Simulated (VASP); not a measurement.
# NbTlTe4 (I4mm) in VASP: a series of runs

NbTlTe4 is run at these levels: PBE; tasks: single point.

Program: VASP 6.6.1. These are calculated values, not measurements. Logs are shortened: lines on timing, memory, paths and dates and some standing lists are left out, and cuts for length are marked.

### 1 The cell of the first run

The structure is tetragonal, space group I4mm (No. 107). The conventional cell has a = 7.246 Å, b = 7.246 Å, c = 8.125 Å, α = 90.00°, β = 90.00°, γ = 90.00°. Nb (site symmetry 4mm) has 12 Te at 3.37 to 4.17 Å and 2 Tl at 4.06 Å within 4.4 Å. Within 3.6 Å of Tl (site symmetry 4mm) lie 4 Te at 2.75 Å. Within 3.6 Å of Te (site symmetry m) lie 3 Te at 2.71 to 3.20 Å and 1 Tl at 2.75 Å and 1 Nb at 3.37 Å.

The cell was generated, and may not be a known phase.

### 2 Single point, PBE

Input file INCAR:

```
SYSTEM = NbTlTe4
PREC     = Accurate       ! precision mode
ENCUT    = 520            ! plane-wave cutoff, eV
EDIFF    = 1E-6           ! SCF threshold, eV
ISMEAR   = 0              ! smearing method
SIGMA    = 0.1            ! smearing width, eV
LREAL    = .False.        ! projectors in reciprocal space
LASPH    = .True.         ! aspherical terms in the spheres
NELM     = 60             ! most SCF steps
ALGO     = Normal         ! electronic algorithm
ISIF     = 2              ! what is computed and relaxed
LWAVE    = .False.        ! write WAVECAR
LCHARG   = .False.        ! write CHGCAR
GGA      = PE             ! functional
NBANDS   = 34             ! bands
```

Input file KPOINTS:

```
Automatic mesh
0
Gamma
  4 4 4
  0 0 0
```

Input file POSCAR:

```
NbTlTe4
1.0
   -3.6229444100      3.6229444100      4.0624227900
    3.6229444100     -3.6229444100      4.0624227900
    3.6229444100      3.6229444100     -4.0624227900
Nb Tl Te
1 1 4
Direct
    0.3280586100      0.3280586100      0.0000000000
    0.8282390600      0.8282390600      0.0000000000
    0.0206702100      0.7079778000      0.6873075900
    0.0206702100      0.3333626200      0.3126924100
    0.7079778000      0.0206702100      0.6873075900
    0.3333626200      0.0206702100      0.3126924100
```

Potentials or basis: VASP PAW PBE potentials, release 64 (Nb_sv, Tl_d, Te).

Launch:

```console
$ cat potpaw_PBE.64/Nb_sv/POTCAR potpaw_PBE.64/Tl_d/POTCAR potpaw_PBE.64/Te/POTCAR > POTCAR
$ mpirun -np 1 vasp_std > vasp.out
```

OUTCAR:

```text
SYSTEM = NbTlTe4
   PREC = Accurate
   ENCUT = 520
   EDIFF = 1E-6
   ISMEAR = 0
   LREAL = .False.
   LASPH = .True.
   NELM = 60
   ISIF = 2
   GGA = PE

 ion  position               nearest neighbor table
   1  0.328  0.328  0.000-
   2  0.828  0.828  0.000-   3 2.75   5 2.75   6 2.75   4 2.75
   3  0.021  0.708  0.687-   4 2.71   2 2.75   6 3.20   5 3.20
   4  0.021  0.333  0.313-   3 2.71   2 2.75   5 3.20   6 3.20
   5  0.708  0.021  0.687-   6 2.71   2 2.75   3 3.20   4 3.20
   6  0.333  0.021  0.313-   5 2.71   2 2.75   3 3.20   4 3.20

  LATTYP: Found a body centered tetragonal cell.
 ALAT       =     7.2458888200
 C/A-ratio  =     1.1213042018

  Lattice vectors:

 A1 = (  -3.6229444100,   3.6229444100,   4.0624227900)
 A2 = (   3.6229444100,  -3.6229444100,   4.0624227900)
 A3 = (   3.6229444100,   3.6229444100,  -4.0624227900)

Analysis of symmetry for initial positions (statically):
=====================================================================
 Subroutine PRICEL returns:
 Original cell was already a primitive cell.

 Routine SETGRP: Setting up the symmetry group for a
 body centered tetragonal supercell.

 Subroutine GETGRP returns: Found  8 space group operations
 (whereof  8 operations were pure point group operations)
 out of a pool of 16 trial point group operations.

The static configuration has the point symmetry C_4v.

Analysis of symmetry for dynamics (positions and initial velocities):
=====================================================================
 Subroutine PRICEL returns:
 Original cell was already a primitive cell.

 Routine SETGRP: Setting up the symmetry group for a
 body centered tetragonal supercell.

 Subroutine GETGRP returns: Found  8 space group operations
 (whereof  8 operations were pure point group operations)
 out of a pool of 16 trial point group operations.

The dynamic configuration has the point symmetry C_4v.

 Subroutine INISYM returns: Found  8 space group operations
 (whereof  8 operations are pure point group operations),
 and found     1 'primitive' translations

----------------------------------------------------------------------------------------

                                     Primitive cell

  volume of cell :     213.2890

  direct lattice vectors                    reciprocal lattice vectors
    -3.622944410  3.622944410  4.062422790     0.000000000  0.138009294  0.123079262
     3.622944410 -3.622944410  4.062422790     0.138009294  0.000000000  0.123079262
     3.622944410  3.622944410 -4.062422790     0.138009294  0.138009294  0.000000000

  length of vectors
     6.538710218  6.538710218  6.538710218     0.184919090  0.184919090  0.195174615

  position of ions in fractional coordinates (direct lattice)
     0.328058610  0.328058610  0.000000000
     0.828239060  0.828239060  0.000000000
     0.020670210  0.707977800  0.687307590
     0.020670210  0.333362620  0.312692410
     0.707977800  0.020670210  0.687307590
     0.333362620  0.020670210  0.312692410

  ion indices of the primitive-cell ions
   primitive index   ion index
                 1           1
                 2           2
                 3           3
                 4           4
                 5           5
                 6           6

----------------------------------------------------------------------------------------

 KPOINTS: Automatic mesh

Automatic generation of k-mesh.
 Grid dimensions read from file:
 generate k-points for:    4    4    4

 Generating k-lattice:

  Cartesian coordinates                     Fractional coordinates (reciprocal lattice)
     0.000000000  0.034502323  0.030769816     0.250000000  0.000000000 -0.000000000
     0.034502323  0.000000000  0.030769816     0.000000000  0.250000000 -0.000000000
     0.034502323  0.034502323  0.000000000     0.000000000  0.000000000  0.250000000

  Length of vectors
     0.046229773  0.046229773  0.048793654

  Shift w.r.t. Gamma in fractional coordinates (k-lattice)
     0.000000000  0.000000000  0.000000000

 Subroutine IBZKPT returns following result:
 ===========================================

 Found     13 irreducible k-points:

 Following reciprocal coordinates:
            Coordinates               Weight
  0.000000  0.000000  0.000000      1.000000
  0.250000  0.000000  0.000000      8.000000
  0.500000  0.000000  0.000000      4.000000
  0.250000  0.250000  0.000000      8.000000
  0.500000  0.250000  0.000000     16.000000
 -0.250000  0.250000  0.000000      4.000000
  0.500000  0.500000  0.000000      2.000000
  0.250000  0.250000  0.250000      2.000000
 -0.250000  0.250000  0.250000      4.000000
  0.500000  0.500000  0.250000      4.000000
 -0.250000  0.500000  0.250000      8.000000
 -0.250000 -0.250000  0.250000      2.000000
  0.500000  0.500000  0.500000      1.000000
   k-points           NKPTS =     13   k-points in BZ     NKDIM =     13   number of bands    NBANDS=     34
   number of dos      NEDOS =    301   number of ions     NIONS =      6
   total plane-waves  NPLWV = 125000
   dimension x,y,z NGX =    50 NGY =   50 NGZ =   50
   dimension x,y,z NGXF=   100 NGYF=  100 NGZF=  100
   ions per type =               1   1   4
   NGX,Y,Z   is equivalent  to a cutoff of  12.71, 12.71, 12.71 a.u.
   NGXF,Y,Z  is equivalent  to a cutoff of  25.42, 25.42, 25.42 a.u.
 SYSTEM =  NbTlTe4
   PREC   = accura    normal or accurate (medium, high low for compatibility)
   ISTART =      0    job   : 0-new  1-cont  2-samecut
   ICHARG =      2    charge: 1-file 2-atom 10-const
   ISPIN  =      1    spin polarized calculation?
   LNONCOLLINEAR =      F non collinear calculations
   LSORBIT =      F    spin-orbit coupling
   LASPH  =      T    aspherical Exc in radial PAW
   ENCUT  =  520.0 eV  38.22 Ry    6.18 a.u.  12.16 12.16 12.16*2*pi/ulx,y,z
   NELM   =     60;   NELMIN=  2; NELMDL= -5     # of ELM steps
   EDIFF  = 0.1E-05   stopping-criterion for ELM
   LREAL  =      F    real-space projection
   EDIFFG = 0.1E-04   stopping-criterion for IOM
   NSW    =      0    number of steps for IOM
   IBRION =     -1    ionic relax: 0-MD 1-quasi-New 2-CG
   NFREE  =      0    steps in history (QN), initial steepest desc. (CG)
   ISIF   =      2    stress and relaxation
   ISYM   =      2    0-nonsym 1-usesym 2-fastsym
   POTIM  = 0.5000    time-step for ionic-motion
   TEBEG  =    0.0;   TEEND  =   0.0 temperature during run
   PSTRESS=    0.0 pullay stress
   NELECT =      50.0000    total number of electrons
   NUPDOWN=      -1.0000    fix difference up-down
   EMIN   =  10.00;   EMAX   =-10.00  energy-range for DOS
   EFERMI =   0.00;   METHOD = LEGACY
   ISMEAR =     0;   SIGMA  =   0.10  broadening in eV -4-tet -1-fermi 0-gaus
   EFERMI_NEDOS =   21; number of points for ismear=-14 and -15
   IALGO  =     38    algorithm
   IMIX   =      4    mixing-type and parameters
     AMIX     =   0.40;   BMIX     =  1.00
     AMIX_MAG =   1.60;   BMIX_MAG =  1.00
  volume/ion in A,a.u.               =      35.55       239.89
  Fermi-wavevector in a.u.,A,eV,Ry     =   1.009428  1.907542 13.863587  1.018945
  Thomas-Fermi vector in A             =   2.142356
   LORBIT       =      0    0 simple, 1 ext, 2 COOP (PROOUT), +10 PAW based schemes
   GGA     = PE    functional components
   LHFCALC =     F    Hartree Fock is set to
   AEXX    =    0.0000 exact exchange contribution
   IVDW    =     0    specifies the selected vdW correction
   LEPSILON=     F    determine dielectric tensor
   LRPA    =     F    only Hartree local field effects (RPA)
 non-spin polarized calculation
 Gauss-broadening in eV      SIGMA  =   0.10
  energy-cutoff  :      520.00
  volume of cell :      213.29
 maximum number of plane-waves:      5768
 NGX is ok and might be reduce to    50
   NGX = 25   NGY = 25   NGZ = 25

 number of electron      50.0000001 magnetization

 Free energy of the ion-electron system (eV)
  ---------------------------------------------------
  ext. energy  EPLUGINS =         0.00000000
  ---------------------------------------------------
  free energy    TOTEN  =       -18.24115956 eV

  energy without entropy =      -18.20320194  energy(sigma->0) =      -18.22218075

 E-fermi :   5.2442     XC(G=0):  -8.8413

 val. band max:        5.2396531734   @ k =  -0.2500   0.5000   0.2500
 cond. band min:       5.3180585617   @ k =  -0.2500  -0.2500   0.2500
 fundamental gap:      0.0784053884
 Fermi energy:         5.2441602364

 k-point     1 :       0.0000    0.0000    0.0000
  band No.  band energies     occupation
      1     -50.7595      2.00000
      2     -26.8083      2.00000
      3     -26.8083      2.00000
      4     -26.7148      2.00000
      5      -8.3075      2.00000
      6      -7.0366      2.00000
[... 26 lines left out ...]
     33       8.4319      0.00000
     34       9.7760      0.00000

 k-point     2 :       0.2500    0.0000    0.0000
  band No.  band energies     occupation
      1     -50.7595      2.00000
      2     -26.8083      2.00000
      3     -26.8083      2.00000
      4     -26.7148      2.00000
      5      -8.1592      2.00000
      6      -7.3069      2.00000
[... 26 lines left out ...]
     33       8.8366      0.00000
     34       9.4755      0.00000

 k-point     3 :       0.5000    0.0000    0.0000
  band No.  band energies     occupation
      1     -50.7595      2.00000
      2     -26.8083      2.00000
      3     -26.8083      2.00000
      4     -26.7149      2.00000
      5      -7.8919      2.00000
      6      -7.6035      2.00000
[... 26 lines left out ...]
     33       8.4478      0.00000
     34       8.7153      0.00000
[... 297 lines left out ...]
 k-point    12 :      -0.2500   -0.2500    0.2500
  band No.  band energies     occupation
      1     -50.7595      2.00000
      2     -26.8083      2.00000
      3     -26.8083      2.00000
      4     -26.7148      2.00000
      5      -8.1912      2.00000
      6      -7.1207      2.00000
[... 26 lines left out ...]
     33       8.0407      0.00000
     34       9.0924      0.00000

 k-point    13 :       0.5000    0.5000    0.5000
  band No.  band energies     occupation
      1     -50.7595      2.00000
      2     -26.8083      2.00000
      3     -26.8083      2.00000
      4     -26.7149      2.00000
      5      -8.0688      2.00000
      6      -7.2045      2.00000
[... 26 lines left out ...]
     33       8.8243      0.00000
     34       9.3694      0.00000

------------------------ aborting loop because EDIFF is reached ----------------------------------------

  FORCE on cell =-STRESS in cart. coord.  units (eV):
  Direction    XX          YY          ZZ          XY          YZ          ZX
  --------------------------------------------------------------------------------------
  -------------------------------------------------------------------------------------
  Total        9.3291418      9.3291418     -4.7533049      0.0000000      0.0000000      0.0000000
  in kB       70.0783430     70.0783430    -35.7057211      0.0000000      0.0000000      0.0000000
  external PRESSURE =      34.8169883 kB  Pullay stress =       0.0000000 kB

 VOLUME and BASIS-vectors are now :
 -----------------------------------------------------------------------------
  energy-cutoff  :      520.00
  volume of cell :      213.29
      direct lattice vectors                 reciprocal lattice vectors
    -3.622944410  3.622944410  4.062422790     0.000000000  0.138009294  0.123079262
     3.622944410 -3.622944410  4.062422790     0.138009294  0.000000000  0.123079262
     3.622944410  3.622944410 -4.062422790     0.138009294  0.138009294  0.000000000

 POSITION                                       TOTAL-FORCE (eV/Angst)
 -----------------------------------------------------------------------------------
      0.00000      0.00000      2.66543         0.000000      0.000000     -2.380899
      0.00000      0.00000      6.72931         0.000000      0.000000     -5.191399
      4.98015      0.00000      0.16794        -0.070436      0.000000      1.893075
      2.26573     -0.00000      0.16794         0.070436      0.000000      1.893075
      0.00000      4.98015      0.16794        -0.000000     -0.070436      1.893075
     -0.00000      2.26573      0.16794        -0.000000      0.070436      1.893075
 -----------------------------------------------------------------------------------
    total drift:                               -0.000000     -0.000000     -0.001068

  FREE ENERGIE OF THE ION-ELECTRON SYSTEM (eV)
  ---------------------------------------------------
  free  energy   TOTEN  =       -18.2411595590 eV

  energy  without entropy=      -18.2032019433  energy(sigma->0) =      -18.22218075
```

Wall time 5.1 min (1 thread of Intel Xeon 8259CL, shared host); peak memory 0.4 GiB.

Results:

```
Free energy            : -18.2412 eV
Pressure               : 3.5 GPa
Largest force          : 5.191 eV/Å
Band gap on the k mesh : zero (bands 25 and 26 overlap by 0.44 eV)
```

Forces in eV/Å, atoms in the order of the input:
```
Nb   0.000  0.000 -2.381
Tl   0.000  0.000 -5.191
Te  -0.070  0.000  1.893
Te   0.070  0.000  1.893
Te   0.000 -0.070  1.893
Te   0.000  0.070  1.893
```

Stress tensor (GPa, compression positive):
```
 7.01  0.00  0.00
 0.00  7.01  0.00
 0.00  0.00 -3.57
```

Levels at points of the mesh, in eV from the Fermi level:
```
           k point  band 22  band 23  band 24  band 25  band 26  band 27  band 28  band 29
(0.00, 0.00, 0.00)    -1.84    -1.63    -0.26     0.26     0.26     0.32     0.48     0.55
(0.50, 0.00, 0.00)    -1.46    -0.85    -0.33    -0.19     0.24     0.27     0.55     0.59
(0.50, 0.50, 0.00)    -0.70    -0.59    -0.47    -0.42    -0.14     0.12     0.30     0.71
(0.50, 0.50, 0.50)    -1.75    -1.16    -0.23    -0.19    -0.18    -0.18     0.08     0.93
```

Caveat: the stress differs along the axes, from -4 to 7 GPa; spin-orbit coupling is left out, which moves the levels of the heavy elements; forces of over 1 eV/Å act on the atoms, so gaps and moduli don't describe the material at rest.

### 3 Single point, PBE

This run uses another cell than the first one, of 36.07 Å³/atom.

Input file INCAR:

```
SYSTEM = NbTlTe4
PREC = Accurate
ENCUT = 520
EDIFF = 1E-6
ISMEAR = 0
SIGMA = 0.1
LREAL = .FALSE.
LASPH = .TRUE.
NELM = 60
ALGO = Normal
ISIF = 2
LWAVE = .FALSE.
LCHARG = .TRUE.
GGA = PE
LELF = .TRUE.
LVHAR = .TRUE.
NBANDS = 34
```

Input file KPOINTS:

```
Automatic mesh
0
G
  4 4 4
  0 0 0
```

Input file POSCAR:

```
NbTlTe4
1.0
   -4.1600667150      4.1600667150      3.1266834199
    4.1600667150     -4.1600667150      3.1266834199
    4.1600667150      4.1600667150     -3.1266834199
Nb Tl Te
1 1 4
Direct
    0.2528932586      0.2528932586      0.0000000000
    0.7256360694      0.7256360694      0.0000000000
    0.0651122955      0.7729252104      0.7078129149
    0.0651122955      0.3572993806      0.2921870851
    0.7729252104      0.0651122955      0.7078129149
    0.3572993806      0.0651122955      0.2921870851
```

Potentials or basis: VASP PAW PBE potentials, release 64 (Nb_sv, Tl_d, Te).

Launch:

```console
$ cat potpaw_PBE.64/Nb_sv/POTCAR potpaw_PBE.64/Tl_d/POTCAR potpaw_PBE.64/Te/POTCAR > POTCAR
$ mpirun -np 1 vasp_std > vasp.out
```

Run time: 5.1 min. Hardware: 1 thread of Intel Xeon 8259CL, shared host; peak memory 0.4 GiB.

Results (log left out):

* Free energy: -23.4482 eV
* Pressure: 0.1 GPa
* Largest force: 0.044 eV/Å
* Band gap on the k mesh: 0.08 eV

Forces on the atoms (eV/Å):
```
Nb   0.000  0.000  0.011
Tl   0.000  0.000 -0.044
Te   0.016  0.000  0.008
Te  -0.016  0.000  0.008
Te   0.000  0.016  0.008
Te   0.000 -0.016  0.008
```

Stress tensor (GPa, compression positive):
```
 0.25  0.00  0.00
 0.00  0.25  0.00
 0.00  0.00 -0.16
```

Levels at points of the mesh, in eV from the valence-band top:
| k point | band 22 | band 23 | band 24 | band 25 | band 26 | band 27 | band 28 | band 29 |
| --- | --- | --- | --- | --- | --- | --- | --- | --- |
| (0.00, 0.00, 0.00) | -1.79 | -1.75 | -0.38 | -0.38 | 0.55 | 0.55 | 0.84 | 1.04 |
| (0.50, 0.00, 0.00) | -1.64 | -0.94 | -0.61 | -0.31 | 0.67 | 0.80 | 0.86 | 1.20 |
| (0.50, 0.50, 0.00) | -1.36 | -0.52 | -0.16 | -0.13 | 0.20 | 0.35 | 0.59 | 0.63 |
| (0.50, 0.50, 0.50) | -1.55 | -1.27 | -1.27 | -0.15 | 0.31 | 0.61 | 0.70 | 1.36 |

Caveat: spin-orbit coupling is left out, which moves the levels of the heavy elements. A k mesh can miss the band edges.

The gap in the log of VASP goes by the Fermi energy; the results here count the filled bands.